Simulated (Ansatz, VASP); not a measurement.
## Two plane-wave programs on In

```
CELL_PARAMETERS angstrom
-1.90831 1.90831 1.90831
1.90831 -1.90831 1.90831
1.90831 1.90831 -1.90831
ATOMIC_POSITIONS crystal
In 0.00000 0.00000 0.00000
```

Alike in both runs: task single point; functional PBE; k mesh 13 × 13 × 13; occupations fermi-dirac, width 0.1 eV; no spin polarisation.

```csv
,VASP,Ansatz
version,VASP 6.6.1,Ansatz 0.2.0
potentials or method,"VASP PAW PBE potentials, release 64 (In_d), cutoff 520 eV","plane waves (420 eV) with PAW, scalar-relativistic"
valence electrons in the cell,13,13
```

```csv
,VASP,Ansatz,Ansatz less VASP
pressure (GPa),-0.1,-0.1,+0.04
```
